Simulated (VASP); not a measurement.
# MgB2 (P6/mmm) in VASP: further runs, part 2 of 2

VASP 6.6.1. The steps go on from the part before.

**4. Single point, r2SCAN**

Input file POSCAR:

```
MgB2
1.0
    3.1255967608      0.0000000000      0.0000000000
   -1.5627983804      2.7068461969      0.0000000000
    0.0000000000      0.0000000000      3.5693605797
Mg B
1 2
Direct
    0.0000000000      0.0000000000      0.0000000000
    0.6666666667      0.3333333333      0.5000000000
    0.3333333333      0.6666666667      0.5000000000
```

Input file INCAR.step1:

```
SYSTEM = MgB2
PREC     = Accurate       ! precision mode
ENCUT    = 660            ! plane-wave cutoff, eV
ISMEAR   = -1             ! smearing method
SIGMA    = 0.05           ! smearing width, eV
LREAL    = .FALSE.        ! projectors in reciprocal space
LASPH    = .TRUE.         ! aspherical terms in the spheres
NELM     = 120            ! most SCF steps
NBANDS   = 15             ! bands
GGA      = PE             ! functional
ALGO     = Normal         ! electronic algorithm
EDIFF    = 1E-5           ! SCF threshold, eV
LWAVE    = .TRUE.         ! write WAVECAR
LCHARG   = .FALSE.        ! write CHGCAR
GGA_COMPAT= .FALSE.
```

Input file INCAR.step2:

```
SYSTEM = MgB2
PREC     = Accurate       ! precision mode
ENCUT    = 660            ! plane-wave cutoff, eV
EDIFF    = 1E-6           ! SCF threshold, eV
ISMEAR   = -1             ! smearing method
SIGMA    = 0.05           ! smearing width, eV
LREAL    = .FALSE.        ! projectors in reciprocal space
LASPH    = .TRUE.         ! aspherical terms in the spheres
NELM     = 120            ! most SCF steps
ALGO     = Normal         ! electronic algorithm
ISIF     = 2              ! what is computed and relaxed
LWAVE    = .FALSE.        ! write WAVECAR
LCHARG   = .FALSE.        ! write CHGCAR
METAGGA  = R2SCAN         ! meta-GGA
LMIXTAU  = .TRUE.       
NBANDS   = 15             ! bands
ISTART   = 1            
GGA_COMPAT= .FALSE.
```

Input file KPOINTS:

```
Automatic mesh
0
G
  10 10 8
  0 0 0
```

Potentials or basis: VASP PAW PBE potentials, release 64 (Mg_sv, B).

The run is started by

```
$ cat potpaw_PBE.64/Mg_sv/POTCAR potpaw_PBE.64/B/POTCAR > POTCAR
$ cp INCAR.step1 INCAR
$ mpirun -np 1 vasp_std > vasp.out
$ cp INCAR.step2 INCAR
$ mpirun -np 1 vasp_std > vasp.out
```

OUTCAR:

```text
SYSTEM = MgB2
   PREC = Accurate
   ENCUT = 660
   EDIFF = 1E-6
   ISMEAR = -1
   LREAL = .FALSE.
   LASPH = .TRUE.
   NELM = 120
   ISIF = 2
   METAGGA = R2SCAN
   ISTART = 1

 ion  position               nearest neighbor table
   1  0.000  0.000  0.000-
   2  0.667  0.333  0.500-   3 1.80   3 1.80   3 1.80
   3  0.333  0.667  0.500-   2 1.80   2 1.80   2 1.80

  LATTYP: Found a hexagonal cell.
 ALAT       =     3.1255967608
 C/A-ratio  =     1.1419773096

  Lattice vectors:

 A1 = (   3.1255967608,   0.0000000000,   0.0000000000)
 A2 = (  -1.5627983804,   2.7068461969,   0.0000000000)
 A3 = (   0.0000000000,   0.0000000000,   3.5693605797)

Analysis of symmetry for initial positions (statically):
=====================================================================
 Subroutine PRICEL returns:
 Original cell was already a primitive cell.

 Routine SETGRP: Setting up the symmetry group for a
 hexagonal supercell.

 Subroutine GETGRP returns: Found 24 space group operations
 (whereof 24 operations were pure point group operations)
 out of a pool of 24 trial point group operations.

The static configuration has the point symmetry D_6h.

[... 170 lines left out ...]
  band No.  band energies     occupation
      1     -73.5391      2.00000
      2     -38.6554      2.00000
      3     -38.6554      2.00000
      4     -38.6350      2.00000
      5      -8.1140      2.00000
      6       1.8145      2.00000
      7       5.2106      0.00342
      8       5.2106      0.00342
      9       6.7377      0.00000
     10      11.3085      0.00000
     11      11.3085      0.00000
     12      12.8799      0.00000
     13      15.2936      0.00000
     14      18.2812      0.00000
[... 401 lines left out ...]
      2     -38.6868      2.00000
      3     -38.6652      2.00000
      4     -38.6311      2.00000
      5      -4.4220      2.00000
      6      -2.5128      2.00000
      7       1.9140      2.00000
      8       4.1697      2.00000
      9       7.1942      0.00000
     10      10.2277      0.00000
     11      11.4890      0.00000
     12      13.6048      0.00000
     13      15.4409      0.00000
     14      18.8624      0.00000
     15      19.6807      0.00000

 [... further k-points ...]
[... 5 lines left out ...]
  --------------------------------------------------------------------------------------
  -------------------------------------------------------------------------------------
  Total       -1.6476888     -1.6476888     -1.1771498      0.0000000      0.0000000      0.0000000
  in kB      -87.4175877    -87.4175877    -62.4532962      0.0000000      0.0000000      0.0000000
  external PRESSURE =     -79.0961572 kB  Pullay stress =       0.0000000 kB

 VOLUME and BASIS-vectors are now :
 -----------------------------------------------------------------------------
  energy-cutoff  :      660.00
  volume of cell :       30.20
      direct lattice vectors                 reciprocal lattice vectors
     3.125596761  0.000000000  0.000000000     0.319938903  0.184716812  0.000000000
    -1.562798380  2.706846197  0.000000000     0.000000000  0.369433624  0.000000000
     0.000000000  0.000000000  3.569360580     0.000000000  0.000000000  0.280162224

 POSITION                                       TOTAL-FORCE (eV/Angst)
 -----------------------------------------------------------------------------------
      0.00000      0.00000      0.00000         0.000000      0.000000      0.000000
      1.56280      0.90228      1.78468        -0.000000      0.000000     -0.000000
     -0.00000      1.80456      1.78468        -0.000000      0.000000      0.000000
 -----------------------------------------------------------------------------------
    total drift:                               -0.000000      0.000000      0.000000

  FREE ENERGIE OF THE ION-ELECTRON SYSTEM (eV)
  ---------------------------------------------------
  free  energy   TOTEN  =       -19.4012713117 eV

  energy  without entropy=      -19.3955408723  energy(sigma->0) =      -19.39840609
```

OSZICAR.step1:

```text
N       E                     dE             d eps       ncg     rms          rms(c)
DAV:   1     0.105090076997E+03    0.10509E+03   -0.10653E+04  2100   0.135E+03
DAV:   2    -0.131309551817E+02   -0.11822E+03   -0.11375E+03  2639   0.337E+02
DAV:   3    -0.168934547519E+02   -0.37625E+01   -0.37416E+01  3063   0.579E+01
DAV:   4    -0.169350691311E+02   -0.41614E-01   -0.41598E-01  2429   0.584E+00
DAV:   5    -0.169358372087E+02   -0.76808E-03   -0.76807E-03  2904   0.647E-01    0.675E+00
DAV:   6    -0.155567770981E+02    0.13791E+01   -0.84043E-01  2555   0.669E+00    0.317E+00
DAV:   7    -0.153039907196E+02    0.25279E+00   -0.51856E-01  2716   0.447E+00    0.757E-01
DAV:   8    -0.153023996159E+02    0.15911E-02   -0.58853E-02  2387   0.213E+00    0.384E-01
DAV:   9    -0.152988744636E+02    0.35252E-02   -0.35634E-03  2513   0.503E-01    0.586E-02
DAV:  10    -0.152987994450E+02    0.75019E-04   -0.81833E-04  2779   0.236E-01    0.420E-02
DAV:  11    -0.152988086822E+02   -0.92372E-05   -0.45274E-05  2513   0.587E-02
   1 F= -.15298809E+02 E0= -.15295865E+02  d E =-.588688E-02
```

It took 1.8 min on 1 thread of AMD EPYC 9R45 (Zen 5), shared host; peak memory 0.16 GiB.

Results:

| Quantity | Value |
| --- | --- |
| Free energy | -19.4013 eV |
| Pressure | -7.9 GPa |
| Band gap on the k mesh | zero (band 8 reaches 6.01 eV, above the bottom of band 9 at 3.53 eV) |

Stress tensor (GPa, compression positive):
```
-8.74  0.00  0.00
 0.00 -8.74  0.00
 0.00  0.00 -6.25
```

Caveat: the PAW data sets were made with another functional, which shifts forces and pressure a little.
